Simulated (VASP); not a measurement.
# BAs (I-4m2) in VASP: notebook, part 3 of 4

VASP 6.6.1. The steps go on from the part before.

## 4. Single point, PBE (epitaxial xy strain -3.0%)

Contents of INCAR:

```
ALGO = Normal
EDIFF = 1E-6
ENCUT = 520
GGA = PE
ISIF = 2
ISMEAR = -1
LASPH = True
LCHARG = True
LELF = True
LREAL = False
LVHAR = True
LWAVE = False
NBANDS = 11
NELM = 60
PREC = Accurate
SIGMA = 0.02
```

Contents of KPOINTS:

```
k-points
0
Gamma
  10 10 10
```

Contents of POSCAR:

```
BAs
1.0
    0.0000000000      2.3201115760      2.4249710624
    2.3201115760      0.0000000000      2.4249710624
    2.3201115760      2.3201115760      0.0000000000
B As
1 1
Direct
    0.0000000000      0.0000000000      0.0000000000
    0.2500000000      0.2500000000      0.2500000000
```

Potentials or basis: VASP PAW PBE potentials, release 64 (B, As).

Command:

```sh
cat potpaw_PBE.64/B/POTCAR potpaw_PBE.64/As/POTCAR > POTCAR
mpirun -np 1 vasp_std > vasp.out
```

OUTCAR:

```text
EDIFF = 1E-6
   ENCUT = 520
   GGA = PE
   ISIF = 2
   ISMEAR = -1
   LASPH = True
   LREAL = False
   NELM = 60
   PREC = Accurate

 ion  position               nearest neighbor table
   1  0.000  0.000  0.000-   2 2.04   2 2.04   2 2.04   2 2.04
   2  0.250  0.250  0.250-   1 2.04   1 2.04   1 2.04   1 2.04

  LATTYP: Found a body centered tetragonal cell.
 ALAT       =     3.2811332570
 C/A-ratio  =     1.4781301901

  Lattice vectors:

 A1 = (  -2.3201115760,   0.0000000000,   2.4249710624)
 A2 = (   2.3201115760,   0.0000000000,   2.4249710624)
 A3 = (   0.0000000000,   2.3201115760,  -2.4249710624)

Analysis of symmetry for initial positions (statically):
=====================================================================
 Subroutine PRICEL returns:
 Original cell was already a primitive cell.

 Routine SETGRP: Setting up the symmetry group for a
 body centered tetragonal supercell.

 Subroutine GETGRP returns: Found  8 space group operations
 (whereof  8 operations were pure point group operations)
 out of a pool of 16 trial point group operations.

The static configuration has the point symmetry D_2d.

Analysis of symmetry for dynamics (positions and initial velocities):
=====================================================================
 Subroutine PRICEL returns:
 Original cell was already a primitive cell.

 Routine SETGRP: Setting up the symmetry group for a
 body centered tetragonal supercell.

 Subroutine GETGRP returns: Found  8 space group operations
 (whereof  8 operations were pure point group operations)
 out of a pool of 16 trial point group operations.

The dynamic configuration has the point symmetry D_2d.

 Subroutine INISYM returns: Found  8 space group operations
 (whereof  8 operations are pure point group operations),
 and found     1 'primitive' translations

----------------------------------------------------------------------------------------

                                     Primitive cell

  volume of cell :      26.1068

  direct lattice vectors                    reciprocal lattice vectors
     0.000000000  2.320111576  2.424971062    -0.215506877  0.215506877  0.206188027
     2.320111576  0.000000000  2.424971062     0.215506877 -0.215506877  0.206188027
     2.320111576  2.320111576  0.000000000     0.215506877  0.215506877 -0.206188027

  length of vectors
     3.356099280  3.356099280  3.281133257     0.367967296  0.367967296  0.367967296

  position of ions in fractional coordinates (direct lattice)
     0.000000000  0.000000000  0.000000000
     0.250000000  0.250000000  0.250000000

  ion indices of the primitive-cell ions
   primitive index   ion index
                 1           1
                 2           2

----------------------------------------------------------------------------------------

 KPOINTS: k-points

Automatic generation of k-mesh.
 Grid dimensions read from file:
 generate k-points for:   10   10   10

 Generating k-lattice:

  Cartesian coordinates                     Fractional coordinates (reciprocal lattice)
    -0.021550688  0.021550688  0.020618803     0.100000000  0.000000000  0.000000000
     0.021550688 -0.021550688  0.020618803     0.000000000  0.100000000  0.000000000
     0.021550688  0.021550688 -0.020618803     0.000000000  0.000000000  0.100000000

  Length of vectors
     0.036796730  0.036796730  0.036796730

  Shift w.r.t. Gamma in fractional coordinates (k-lattice)
     0.000000000  0.000000000  0.000000000

 Subroutine IBZKPT returns following result:
 ===========================================

 Found    102 irreducible k-points:

 Following reciprocal coordinates:
            Coordinates               Weight
  0.000000  0.000000  0.000000      1.000000
  0.100000  0.000000  0.000000      8.000000
  0.200000  0.000000  0.000000      8.000000
  0.300000  0.000000  0.000000      8.000000
  0.400000  0.000000  0.000000      8.000000
  0.500000  0.000000  0.000000      4.000000
[... 16 lines left out ...]
  0.300000  0.300000  0.000000      2.000000
  0.400000  0.300000  0.000000      8.000000
 [... further k-points ...]
   k-points           NKPTS =    102   k-points in BZ     NKDIM =    102   number of bands    NBANDS=     11
   number of dos      NEDOS =    301   number of ions     NIONS =      2
   total plane-waves  NPLWV =  18816
   dimension x,y,z NGX =    28 NGY =   28 NGZ =   24
   dimension x,y,z NGXF=    56 NGYF=   56 NGZF=   48
   ions per type =               1   1
   NGX,Y,Z   is equivalent  to a cutoff of  13.87, 13.87, 12.16 a.u.
   NGXF,Y,Z  is equivalent  to a cutoff of  27.74, 27.74, 24.32 a.u.
 SYSTEM =  unknown system
   PREC   = accura    normal or accurate (medium, high low for compatibility)
   ISTART =      0    job   : 0-new  1-cont  2-samecut
   ICHARG =      2    charge: 1-file 2-atom 10-const
   ISPIN  =      1    spin polarized calculation?
   LNONCOLLINEAR =      F non collinear calculations
   LSORBIT =      F    spin-orbit coupling
   LASPH  =      T    aspherical Exc in radial PAW
   ENCUT  =  520.0 eV  38.22 Ry    6.18 a.u.   6.24  6.24  6.10*2*pi/ulx,y,z
   NELM   =     60;   NELMIN=  2; NELMDL= -5     # of ELM steps
   EDIFF  = 0.1E-05   stopping-criterion for ELM
   LREAL  =      F    real-space projection
   EDIFFG = 0.1E-04   stopping-criterion for IOM
   NSW    =      0    number of steps for IOM
   IBRION =     -1    ionic relax: 0-MD 1-quasi-New 2-CG
   NFREE  =      0    steps in history (QN), initial steepest desc. (CG)
   ISIF   =      2    stress and relaxation
   ISYM   =      2    0-nonsym 1-usesym 2-fastsym
   POTIM  = 0.5000    time-step for ionic-motion
   TEBEG  =    0.0;   TEEND  =   0.0 temperature during run
   PSTRESS=    0.0 pullay stress
   NELECT =       8.0000    total number of electrons
   NUPDOWN=      -1.0000    fix difference up-down
   EMIN   =  10.00;   EMAX   =-10.00  energy-range for DOS
   EFERMI =   0.00;   METHOD = LEGACY
   ISMEAR =    -1;   SIGMA  =   0.02  broadening in eV -4-tet -1-fermi 0-gaus
   EFERMI_NEDOS =   21; number of points for ismear=-14 and -15
   IALGO  =     38    algorithm
   IMIX   =      4    mixing-type and parameters
     AMIX     =   0.40;   BMIX     =  1.00
     AMIX_MAG =   1.60;   BMIX_MAG =  1.00
  volume/ion in A,a.u.               =      13.05        88.09
  Fermi-wavevector in a.u.,A,eV,Ry     =   1.103706  2.085702 16.574167  1.218167
  Thomas-Fermi vector in A             =   2.240168
   LORBIT       =      0    0 simple, 1 ext, 2 COOP (PROOUT), +10 PAW based schemes
   GGA     = PE    functional components
   LHFCALC =     F    Hartree Fock is set to
   AEXX    =    0.0000 exact exchange contribution
   IVDW    =     0    specifies the selected vdW correction
   LEPSILON=     F    determine dielectric tensor
   LRPA    =     F    only Hartree local field effects (RPA)
 non-spin polarized calculation
  energy-cutoff  :      520.00
  volume of cell :       26.11
 maximum number of plane-waves:       718
 NGX is ok and might be reduce to    28
   NGX = 13   NGY = 13   NGZ = 13

 number of electron       8.0000001 magnetization

 Free energy of the ion-electron system (eV)
  ---------------------------------------------------
  ext. energy  EPLUGINS =         0.00000000
  ---------------------------------------------------
  free energy    TOTEN  =       -11.33432770 eV

  energy without entropy =      -11.33432770  energy(sigma->0) =      -11.33432770

 E-fermi :   7.1628     XC(G=0): -10.7736

 val. band max:        6.7649120358   @ k =   0.0000   0.0000   0.0000
 cond. band min:       7.5513557087   @ k =   0.4000   0.0000   0.4000
 fundamental gap:      0.7864436729
 Fermi energy:         7.1627555576

 k-point     1 :       0.0000    0.0000    0.0000
  band No.  band energies     occupation
      1      -9.1896      2.00000
      2       6.3018      2.00000
      3       6.7649      2.00000
      4       6.7649      2.00000
      5       9.8605      0.00000
      6       9.8605      0.00000
      7      10.1438      0.00000
      8      11.8239      0.00000
      9      16.4172      0.00000
     10      19.0254      0.00000
     11      20.2066      0.00000
[... 309 lines left out ...]
 k-point    24 :       0.4000    0.3000    0.0000
  band No.  band energies     occupation
      1      -6.5680      2.00000
      2      -0.2038      2.00000
      3       2.5992      2.00000
      4       3.2420      2.00000
      5       8.6707      0.00000
      6      10.2949      0.00000
      7      15.6800      0.00000
      8      15.9985      0.00000
      9      18.7287      0.00000
     10      22.7390      0.00000
     11      23.0079      0.00000

 [... further k-points ...]

------------------------ aborting loop because EDIFF is reached ----------------------------------------

  FORCE on cell =-STRESS in cart. coord.  units (eV):
  Direction    XX          YY          ZZ          XY          YZ          ZX
  --------------------------------------------------------------------------------------
  -------------------------------------------------------------------------------------
  Total        2.2158139      2.2158139      0.5704758      0.0000000      0.0000000      0.0000000
  in kB      135.9845493    135.9845493     35.0101109      0.0000000      0.0000000      0.0000000
  external PRESSURE =     102.3264032 kB  Pullay stress =       0.0000000 kB

 VOLUME and BASIS-vectors are now :
 -----------------------------------------------------------------------------
  energy-cutoff  :      520.00
  volume of cell :       26.11
      direct lattice vectors                 reciprocal lattice vectors
     0.000000000  2.320111576  2.424971062    -0.215506877  0.215506877  0.206188027
     2.320111576  0.000000000  2.424971062     0.215506877 -0.215506877  0.206188027
     2.320111576  2.320111576  0.000000000     0.215506877  0.215506877 -0.206188027

 POSITION                                       TOTAL-FORCE (eV/Angst)
 -----------------------------------------------------------------------------------
      0.00000      0.00000      0.00000        -0.000000     -0.000000      0.000000
      1.16006      1.16006      1.21249         0.000000      0.000000     -0.000000
 -----------------------------------------------------------------------------------
    total drift:                               -0.000000     -0.000000      0.000000

  FREE ENERGIE OF THE ION-ELECTRON SYSTEM (eV)
  ---------------------------------------------------
  free  energy   TOTEN  =       -11.3343276964 eV

  energy  without entropy=      -11.3343276963  energy(sigma->0) =      -11.33432770
```

OSZICAR:

```text
N       E                     dE             d eps       ncg     rms          rms(c)
DAV:   1     0.125138940696E+02    0.12514E+02   -0.38067E+03  2244   0.644E+02
DAV:   2    -0.113462046687E+02   -0.23860E+02   -0.22733E+02  3016   0.105E+02
DAV:   3    -0.120560891448E+02   -0.70988E+00   -0.70757E+00  2803   0.167E+01
DAV:   4    -0.120578832147E+02   -0.17941E-02   -0.17940E-02  2492   0.948E-01
DAV:   5    -0.120578856652E+02   -0.24505E-05   -0.24505E-05  2751   0.376E-02    0.524E+00
DAV:   6    -0.114113922471E+02    0.64649E+00   -0.17120E+00  2412   0.545E+00    0.254E+00
DAV:   7    -0.113413139413E+02    0.70078E-01   -0.22696E-01  2676   0.232E+00    0.102E+00
DAV:   8    -0.113338743986E+02    0.74395E-02   -0.21218E-02  2514   0.836E-01    0.103E-01
DAV:   9    -0.113341728752E+02   -0.29848E-03   -0.74598E-04  2628   0.162E-01    0.634E-02
DAV:  10    -0.113343224479E+02   -0.14957E-03   -0.18585E-04  2424   0.839E-02    0.127E-02
DAV:  11    -0.113343277638E+02   -0.53159E-05   -0.48525E-06  2761   0.150E-02    0.114E-02
DAV:  12    -0.113343276964E+02    0.67422E-07   -0.25076E-06  2409   0.864E-03
   1 F= -.11334328E+02 E0= -.11334328E+02  d E =-.157509E-10
```

stdout:

```text
POSCAR found type information on POSCAR B As
 POSCAR found :  2 types and       2 ions
 scaLAPACK will be used
 LDA part: xc-table for (Slater+PW92), standard interpolation
 POSCAR, INCAR and KPOINTS ok, starting setup
 FFT: planning ... GRIDC
 FFT: planning ... GRID_SOFT
 FFT: planning ... GRID
 WAVECAR not read
 entering main loop
```

It took 36 s on 1 thread of Intel Xeon 8259CL, shared host; peak memory 0.17 GiB.

What came out:

```yaml
Free_energy: -11.3343 eV
Pressure: 10.2 GPa
Band_gap_on_the_k_mesh: 0.79 eV, indirect (least direct gap 3.10 eV)
```

Stress tensor (GPa, compression positive):
```
13.60  0.00  0.00
 0.00 13.60  0.00
 0.00  0.00  3.50
```

Caveat: the cell differs from its parent crystal (epitaxial xy strain -3.0%).

## 5. Single point, PBE (epitaxial xy strain -2.0%)

Contents of INCAR:

```
  PREC = Accurate
  ENCUT = 520
  EDIFF = 1E-6
  ISMEAR = -1
  SIGMA = 0.02
  LREAL = F
  LASPH = T
  NELM = 100
  ALGO = Normal
  ISIF = 2
  LWAVE = F
  LCHARG = F
  GGA = PE
  NBANDS = 11
```

Contents of KPOINTS:

```
Automatic mesh
0
Gamma
  10 10 10
```

Contents of POSCAR:

```
BAs
1.0
    0.0000000000      2.3440302520      2.4139767673
    2.3440302520      0.0000000000      2.4139767673
    2.3440302520      2.3440302520      0.0000000000
B As
1 1
Direct
    0.0000000000      0.0000000000      0.0000000000
    0.2500000000      0.2500000000      0.2500000000
```

Command:

```sh
cat potpaw_PBE.64/B/POTCAR potpaw_PBE.64/As/POTCAR > POTCAR
mpirun -np 1 vasp_std > vasp.out
```

Wall time 50 s (1 thread of Intel Xeon 8259CL, shared host); peak memory 0.18 GiB.

The run converged. Its results:

```
Free energy            : -11.3711 eV
Pressure               : 7.6 GPa
Band gap on the k mesh : 0.92 eV, indirect (least direct gap 3.15 eV)
```

Stress tensor (GPa, compression positive):
```
9.73 0.00 0.00
0.00 9.73 0.00
0.00 0.00 3.25
```

Levels at points of the mesh, in eV from the valence-band top:
```csv
k point,band 2,band 3,band 4,band 5,band 6,band 7
"(0.00, 0.00, 0.00)",-0.30,0.00,0.00,3.15,3.15,3.34
"(0.50, 0.00, 0.00)",-9.09,-2.15,-1.78,2.69,4.65,4.84
"(0.50, 0.50, 0.00)",-8.94,-4.10,-4.10,1.52,1.58,11.51
"(0.50, 0.00, 0.50)",-8.70,-4.41,-4.36,1.18,1.19,11.27
```

Caveat: the cell differs from its parent crystal (epitaxial xy strain -2.0%). A k mesh can miss the band edges.

(Continued in part 4 of 4.)
